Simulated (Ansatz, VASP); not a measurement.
**CsSnI3 in VASP and in Ansatz**

File INCAR:

```
PREC = Accurate ; ENCUT = 520
EDIFF = 1E-6 ; ISMEAR = 0
SIGMA = 0.05 ; LREAL = F
LASPH = T ; NELM = 80
ALGO = Normal ; ISIF = 2
LWAVE = F ; LCHARG = F
GGA = PE ; NBANDS = 30
```

Contents of KPOINTS:

```
Automatic mesh
0
Gamma
  6 6 6
```

Contents of POSCAR:

```
CsSnI3
1.0
    6.2831703419      0.0000000000      0.0000000000
    0.0000000000      6.2831703419      0.0000000000
    0.0000000000      0.0000000000      6.7229922658
Cs Sn I
1 1 3
Direct
    0.0000000000      0.0000000000      0.0000000000
    0.5000000000      0.5000000000      0.5000000000
    0.0000000000      0.5000000000      0.5000000000
    0.5000000000      0.0000000000      0.5000000000
    0.5000000000      0.5000000000      0.0000000000
```

Input for Ansatz:

```yaml
crystal:
  lattice:
    - [6.2831703419, 0.0, 0.0]
    - [0.0, 6.2831703419, 0.0]
    - [0.0, 0.0, 6.7229922658]
  atoms:
    - { symbol: Cs, position: [0.0, 0.0, 0.0] }
    - { symbol: Sn, position: [0.5, 0.5, 0.5] }
    - { symbol: I, position: [0.0, 0.5, 0.5] }
    - { symbol: I, position: [0.5, 0.0, 0.5] }
    - { symbol: I, position: [0.5, 0.5, 0.0] }
basis:
  ecutwfc: 420
kpoints:
  mp_grid: { grid: [6, 6, 6] }
hamiltonian:
  xc: pbe
scf:
  occupations: { method: gaussian, width: 0.05 }
output:
  forces: true
  stress: true
  eigenvalues: true
```

Change from the starting cell: normal strain along x +0.0000, normal strain along z +0.0700.

Alike in both runs: task single point; functional PBE; k mesh 6 × 6 × 6; occupations gaussian, width 0.05 eV; no spin polarisation.

|  | VASP | Ansatz |
| --- | --- | --- |
| version | VASP 6.6.1 | Ansatz 0.2.0 |
| potentials or method | VASP PAW PBE potentials, release 64 (Cs_sv, Sn_d, I), cutoff 520 eV | scalar-relativistic, plane waves, PAW |
| valence electrons in the cell | 44 | 74 |

Ansatz gave:

* gap on the k mesh at the Fermi level (eV): 0.48
* least direct gap on the mesh (eV): 0.48
* pressure (GPa): -0.7
* traceless stress, the component that is largest in VASP (GPa): -0.90

Problem. What did VASP give for the same quantities?

Solution. gap on the k mesh at the Fermi level (eV): 0.47; least direct gap on the mesh (eV): 0.47; pressure (GPa): -0.7; traceless stress, the component that is largest in VASP (GPa): -0.90.

VASP's potentials hold 44 valence electrons a cell and Ansatz's 74, so a difference there can come from the potentials and not from the codes.

Spin-orbit coupling is off throughout.
